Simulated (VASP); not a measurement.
Write the native input for VASP 6.6.1 that does the following.

```yaml
Task: single point
Functional: PBE
Potentials_or_basis: VASP PAW PBE potentials, release 64 (Al, Ni)
Cutoff: 520 eV
k_mesh: 12 × 12 × 12, shifted
Occupations: gaussian, width 0.05 eV
Spin: non-collinear spin, typed start, spin-orbit coupling
Starting_moments: "[[0.0, 0.0, 0.0], [0.0, 0.0, 0.8]] μB"
Hubbard_terms: Ni d U = 8.0 eV
Dipole_correction: no
Further_INCAR_settings: ALGO = Normal; EDIFF = 1e-06; NBANDS = 25
```

The structure of AlNi lies in POSCAR:

```
AlNi
1.0
    2.8933713769      0.0000000000      0.0000000000
    0.0000000000      2.8933713769      0.0000000000
    0.0000000000      0.0000000000      2.8933713769
Al Ni
1 1
Direct
    0.0000000000      0.0000000000      0.0000000000
    0.5000000000      0.5000000000      0.5000000000
```

These files were run (other wordings do the same):

INCAR

```
SYSTEM = AlNi
PREC     = Accurate       ! precision mode
ENCUT    = 520            ! plane-wave cutoff, eV
EDIFF    = 1E-6           ! SCF threshold, eV
ISMEAR   = 0              ! smearing method
SIGMA    = 0.05           ! smearing width, eV
LREAL    = .FALSE.        ! projectors in reciprocal space
LASPH    = .TRUE.         ! aspherical terms in the spheres
NELM     = 150            ! most SCF steps
ALGO     = Normal         ! electronic algorithm
ISIF     = 2              ! what is computed and relaxed
LWAVE    = .FALSE.        ! write WAVECAR
LCHARG   = .FALSE.        ! write CHGCAR
LNONCOLLINEAR= .TRUE.         ! non-collinear magnetism
MAGMOM   = 0 0 0 0 0 0.8  ! initial moments
LORBIT   = 11             ! projections on sites
LSORBIT  = .TRUE.         ! spin-orbit coupling
GGA_COMPAT= .FALSE.      
LORBMOM  = .TRUE.       
LMAXMIX  = 4              ! l up to which the mixer works
LDAU     = .TRUE.         ! DFT+U
LDAUTYPE = 2            
LDAUL    = -1 2           ! shell
LDAUU    = 0 8            ! U, eV
LDAUJ    = 0 0          
LDAUPRINT= 1            
GGA      = PE             ! functional
NBANDS   = 25             ! bands
```

KPOINTS

```
Automatic mesh
0
Gamma
  12 12 12
  0.5 0.5 0.5
```

Potentials or basis: VASP PAW PBE potentials, release 64 (Al, Ni).

The run is started by

```sh
$ cat potpaw_PBE.64/Al/POTCAR potpaw_PBE.64/Ni/POTCAR > POTCAR
$ mpirun -np 1 vasp_ncl > vasp.out
```

It gave:

| Item | Value |
| --- | --- |
| Pressure | -9.9 GPa |
| Net moment | 0.00 μB per cell |
| Valence electrons inside the program's atomic spheres | Al 0.77; Ni 9.81 |

Caveat: the cell stands under tension; the U is typed as a test and isn't derived for this compound.

It took 11 min on 1 thread of Intel Xeon 8259CL (shared host), peak memory 0.34 GiB.
